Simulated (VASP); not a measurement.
# Ge in VASP: a series of runs, part 2 of 2

VASP 6.6.1. The steps go on from the part before.

**3. Single point, r2SCAN (strain +5.2%)**

The input, POSCAR:

```
Ge
1.0
    0.0000000000      2.9835398727      2.9835398727
    2.9835398727      0.0000000000      2.9835398727
    2.9835398727      2.9835398727      0.0000000000
Ge
2
Direct
    0.0000000000      0.0000000000      0.0000000000
    0.2500000000      0.2500000000      0.2500000000
```

The input, INCAR.step1:

```
ALGO = Normal
EDIFF = 1E-4
ENCUT = 520
GGA = PE
ISMEAR = -1
LASPH = T
LCHARG = F
LREAL = F
LWAVE = T
NBANDS = 21
NELM = 60
PREC = Accurate
SIGMA = 0.02
```

The input, INCAR.step2:

```
ALGO = Normal
EDIFF = 1E-7
ENCUT = 520
ISIF = 2
ISMEAR = -1
ISTART = 1
LASPH = T
LCHARG = F
LMIXTAU = T
LREAL = F
LWAVE = F
METAGGA = R2SCAN
NBANDS = 21
NELM = 60
PREC = Accurate
SIGMA = 0.02
```

The input, KPOINTS:

```
k-points
0
Gamma
  8 8 8
```

Potentials or basis: VASP PAW PBE potentials, release 64 (Ge_d).

Command:

```bash
$ cat potpaw_PBE.64/Ge_d/POTCAR > POTCAR
$ cp INCAR.step1 INCAR
$ mpirun -np 1 vasp_std > vasp.out
$ cp INCAR.step2 INCAR
$ mpirun -np 1 vasp_std > vasp.out
```

OUTCAR:

```text
EDIFF = 1E-7
   ENCUT = 520
   ISIF = 2
   ISMEAR = -1
   ISTART = 1
   LASPH = T
   LREAL = F
   METAGGA = R2SCAN
   NELM = 60
   PREC = Accurate

 ion  position               nearest neighbor table
   1  0.000  0.000  0.000-   2 2.58   2 2.58   2 2.58   2 2.58
   2  0.250  0.250  0.250-   1 2.58   1 2.58   1 2.58   1 2.58

  LATTYP: Found a face centered cubic cell.
 ALAT       =     5.9670797454

  Lattice vectors:

 A1 = (   0.0000000000,   2.9835398727,   2.9835398727)
 A2 = (   2.9835398727,   0.0000000000,   2.9835398727)
 A3 = (   2.9835398727,   2.9835398727,   0.0000000000)

Analysis of symmetry for initial positions (statically):
=====================================================================
 Subroutine PRICEL returns:
 Original cell was already a primitive cell.

 Routine SETGRP: Setting up the symmetry group for a
 face centered cubic supercell.

 Subroutine GETGRP returns: Found 48 space group operations
 (whereof 24 operations were pure point group operations)
 out of a pool of 48 trial point group operations.

The static configuration has the point symmetry T_d .
 The point group associated with its full space group is O_h .

Analysis of symmetry for dynamics (positions and initial velocities):
=====================================================================
 Subroutine PRICEL returns:
 Original cell was already a primitive cell.

 Routine SETGRP: Setting up the symmetry group for a
 face centered cubic supercell.

 Subroutine GETGRP returns: Found 48 space group operations
 (whereof 24 operations were pure point group operations)
 out of a pool of 48 trial point group operations.

The dynamic configuration has the point symmetry T_d .
 The point group associated with its full space group is O_h .

 Subroutine INISYM returns: Found 48 space group operations
 (whereof 24 operations are pure point group operations),
 and found     1 'primitive' translations
[... 108 lines left out ...]
   EMIN   =  10.00;   EMAX   =-10.00  energy-range for DOS
   EFERMI =   0.00;   METHOD = LEGACY
   ISMEAR =    -1;   SIGMA  =   0.02  broadening in eV -4-tet -1-fermi 0-gaus
   EFERMI_NEDOS =   21; number of points for ismear=-14 and -15
   IALGO  =     38    algorithm
   IMIX   =      4    mixing-type and parameters
     AMIX     =   0.40;   BMIX     =  1.00
     AMIX_MAG =   1.60;   BMIX_MAG =  1.00
  volume/ion in A,a.u.               =      26.56       179.22
  Fermi-wavevector in a.u.,A,eV,Ry     =   1.322469  2.499105 23.795577  1.748926
  Thomas-Fermi vector in A             =   2.452148
   LORBIT       =      0    0 simple, 1 ext, 2 COOP (PROOUT), +10 PAW based schemes
   METAGGA = R2SCAN    functional components
   LHFCALC =     F    Hartree Fock is set to
   AEXX    =    0.0000 exact exchange contribution
   IVDW    =     0    specifies the selected vdW correction
   LEPSILON=     F    determine dielectric tensor
   LRPA    =     F    only Hartree local field effects (RPA)
 non-spin polarized calculation
  energy-cutoff  :      520.00
  volume of cell :       53.12
 maximum number of plane-waves:      1459
   NGX = 15   NGY = 15   NGZ = 15

 number of electron      28.0000028 magnetization

 Free energy of the ion-electron system (eV)
  ---------------------------------------------------
  ext. energy  EPLUGINS =         0.00000000
  ---------------------------------------------------
  free energy    TOTEN  =       -27.54037986 eV

  energy without entropy =      -27.54008271  energy(sigma->0) =      -27.54023128

 E-fermi :   3.3158     XC(G=0): -10.0105

 val. band max:        3.0757471820   @ k =   0.1250   0.0000   0.0000
 cond. band min:       3.3220846745   @ k =   0.5000   0.0000   0.0000
 fundamental gap:      0.2463374925
 Fermi energy:         3.3157953007

 k-point     1 :       0.0000    0.0000    0.0000
  band No.  band energies     occupation
      1     -21.9695      2.00000
      2     -21.9695      2.00000
      3     -21.9695      2.00000
      4     -21.9412      2.00000
      5     -21.9412      2.00000
      6     -21.7980      2.00000
[... 565 lines left out ...]
     20      14.3836      0.00000
     21      14.5412      0.00000

 [... further k-points ...]

------------------------ aborting loop because EDIFF is reached ----------------------------------------

  FORCE on cell =-STRESS in cart. coord.  units (eV):
  Direction    XX          YY          ZZ          XY          YZ          ZX
  --------------------------------------------------------------------------------------
  -------------------------------------------------------------------------------------
  Total       -2.4592897     -2.4592897     -2.4592897     -0.0000000      0.0000000     -0.0000000
  in kB      -74.1813512    -74.1813512    -74.1813512     -0.0000000      0.0000000     -0.0000000
  external PRESSURE =     -74.1813512 kB  Pullay stress =       0.0000000 kB

 VOLUME and BASIS-vectors are now :
 -----------------------------------------------------------------------------
  energy-cutoff  :      520.00
  volume of cell :       53.12
      direct lattice vectors                 reciprocal lattice vectors
     0.000000000  2.983539873  2.983539873    -0.167586163  0.167586163  0.167586163
     2.983539873  0.000000000  2.983539873     0.167586163 -0.167586163  0.167586163
     2.983539873  2.983539873  0.000000000     0.167586163  0.167586163 -0.167586163

 POSITION                                       TOTAL-FORCE (eV/Angst)
 -----------------------------------------------------------------------------------
      0.00000      0.00000      0.00000         0.000000     -0.000000     -0.000000
      1.49177      1.49177      1.49177        -0.000000      0.000000      0.000000
 -----------------------------------------------------------------------------------
    total drift:                               -0.000000      0.000000      0.000000

  FREE ENERGIE OF THE ION-ELECTRON SYSTEM (eV)
  ---------------------------------------------------
  free  energy   TOTEN  =       -27.5403798609 eV

  energy  without entropy=      -27.5400827077  energy(sigma->0) =      -27.54023128
```

Run time: 1.9 min. Hardware: 1 thread of Intel Xeon 8259CL, shared host; peak memory 0.19 GiB.

Results:

```
Free energy            : -27.5404 eV
Pressure               : -7.4 GPa
Band gap on the k mesh : zero (bands 14 and 15 overlap by 0.04 eV)
```

Caveat: the cell differs from its parent crystal (strain +5.2%); the cell stands under tension; semilocal functionals underestimate gaps, so a narrow gap can read as zero; the PAW data sets were made with another functional, which shifts forces and pressure a little.

**4. Single point, PBE (uniaxial z strain -3.0%)**

The input, INCAR:

```
SYSTEM = Ge
ALGO = Normal
EDIFF = 1E-6
ENCUT = 520
GGA = PE
ISIF = 2
ISMEAR = -1
LASPH = .TRUE.
LCHARG = .FALSE.
LREAL = .FALSE.
LWAVE = .FALSE.
NBANDS = 21
NELM = 60
PREC = Accurate
SIGMA = 0.02
```

The input, KPOINTS:

```
k-points
0
G
  8 8 8
  0 0 0
```

The input, POSCAR:

```
Ge
1.0
    0.0000000000      2.8368735121      2.7526183688
    2.8368735121      0.0000000000      2.7526183688
    2.8368735121      2.8368735121      0.0000000000
Ge
2
Direct
    0.0000000000      0.0000000000      0.0000000000
    0.2500000000      0.2500000000      0.2500000000
```

Command:

```bash
$ cat potpaw_PBE.64/Ge_d/POTCAR > POTCAR
$ mpirun -np 1 vasp_std > vasp.out
```

Wall time 78 s (1 thread of Intel Xeon 8259CL, shared host); peak memory 0.19 GiB.

The run converged. Its results:

```
Free energy            : -8.9663 eV
Pressure               : 5.2 GPa
Band gap on the k mesh : 0.07 eV
```

Stress tensor (GPa, compression positive):
```
4.51 0.00 0.00
0.00 4.51 0.00
0.00 0.00 6.58
```

Levels at points of the mesh, in eV from the valence-band top:
```
           k point  band 12  band 13  band 14  band 15  band 16  band 17
(0.00, 0.00, 0.00)    -0.23    -0.23     0.00     0.07     2.32     2.46
(0.50, 0.00, 0.00)    -7.85    -1.73    -1.46     0.08     3.51     3.72
(0.50, 0.50, 0.00)    -9.02    -3.44    -3.44     0.41     0.41     9.56
(0.50, 0.00, 0.50)    -9.17    -3.23    -3.23     0.66     0.66     9.48
```

Caveat: the cell differs from its parent crystal (uniaxial z strain -3.0%); the cell stands under pressure.

**5. Single point, r2SCAN (uniaxial z strain -3.0%)**

POSCAR is that of step 4.

The input, INCAR.step1:

```
SYSTEM = Ge
ALGO     = Normal         ! electronic algorithm
EDIFF    = 1E-4           ! SCF threshold, eV
ENCUT    = 520            ! plane-wave cutoff, eV
GGA      = PE             ! functional
ISMEAR   = -1             ! smearing method
LASPH    = .TRUE.         ! aspherical terms in the spheres
LCHARG   = .FALSE.        ! write CHGCAR
LREAL    = .FALSE.        ! projectors in reciprocal space
LWAVE    = .TRUE.         ! write WAVECAR
NBANDS   = 21             ! bands
NELM     = 80             ! most SCF steps
PREC     = Accurate       ! precision mode
SIGMA    = 0.02           ! smearing width, eV
```

The input, INCAR.step2:

```
SYSTEM = Ge
ALGO     = Normal         ! electronic algorithm
EDIFF    = 1E-7           ! SCF threshold, eV
ENCUT    = 520            ! plane-wave cutoff, eV
ISIF     = 2              ! what is computed and relaxed
ISMEAR   = -1             ! smearing method
ISTART   = 1            
LASPH    = .TRUE.         ! aspherical terms in the spheres
LCHARG   = .FALSE.        ! write CHGCAR
LMIXTAU  = .TRUE.       
LREAL    = .FALSE.        ! projectors in reciprocal space
LWAVE    = .FALSE.        ! write WAVECAR
METAGGA  = R2SCAN         ! meta-GGA
NBANDS   = 21             ! bands
NELM     = 80             ! most SCF steps
PREC     = Accurate       ! precision mode
SIGMA    = 0.02           ! smearing width, eV
```

KPOINTS is that of step 4.

Command:

```bash
$ cat potpaw_PBE.64/Ge_d/POTCAR > POTCAR
$ cp INCAR.step1 INCAR
$ mpirun -np 1 vasp_std > vasp.out
$ cp INCAR.step2 INCAR
$ mpirun -np 1 vasp_std > vasp.out
```

It took 5.7 min on 1 thread of Intel Xeon 8259CL, shared host; peak memory 0.19 GiB.

The run converged. Its results:

```yaml
Free_energy: -27.7186 eV
Pressure: 2.3 GPa
Band_gap_on_the_k_mesh: 0.34 eV (least direct gap 0.44 eV)
```

Stress tensor (GPa, compression positive):
```
1.54 0.00 0.00
0.00 1.54 0.00
0.00 0.00 3.97
```

Levels at points of the mesh, in eV from the valence-band top:
```tsv
k point	band 10	band 11	band 12	band 13	band 14	band 15	band 16	band 17	band 18	band 19
(0.00, 0.00, 0.00)	-25.39	-13.64	-0.24	-0.24	0.00	0.44	2.45	2.62	2.62	6.97
(0.50, 0.00, 0.00)	-25.37	-11.39	-8.14	-1.82	-1.54	0.34	3.75	3.96	7.52	11.10
(0.50, 0.50, 0.00)	-25.36	-9.36	-9.36	-3.61	-3.61	0.61	0.61	10.14	10.14	12.49
(0.50, 0.00, 0.50)	-25.35	-9.52	-9.52	-3.39	-3.39	0.87	0.87	10.06	10.06	12.29
```

Caveat: the cell differs from its parent crystal (uniaxial z strain -3.0%); the PAW data sets were made with another functional, which shifts forces and pressure a little. A k mesh can miss the band edges.

**6. Summary**

| level | cell | gap on the mesh (eV) | pressure (GPa) |
| --- | --- | --- | --- |
| PBE | a = 4.219 Å, angles 60.0°, 2 atoms | none | -4.8 |
| r2SCAN | a = 4.219 Å, angles 60.0°, 2 atoms | none | -7.4 |
| PBE | a = 3.953, b = 3.953, c = 4.012 Å, angles 59.5, 59.5, 61.0°, 2 atoms | 0.07 | 5.2 |
| r2SCAN | a = 3.953, b = 3.953, c = 4.012 Å, angles 59.5, 59.5, 61.0°, 2 atoms | 0.34 | 2.3 |

Alike in all rows: task single point; potentials or basis VASP PAW PBE potentials, release 64 (Ge_d); no spin polarisation; k mesh 8 × 8 × 8; cutoff (eV) 520; smearing fermi-dirac 0.02 eV.

Caveats: the cell stands under tension (at least some runs); semilocal functionals underestimate gaps, so a narrow gap can read as zero (at least some runs); the PAW data sets were made with another functional, which shifts forces and pressure a little (at least some runs); the cell stands under pressure (at least some runs).

Absolute energies hang on the potentials; compare differences alone.
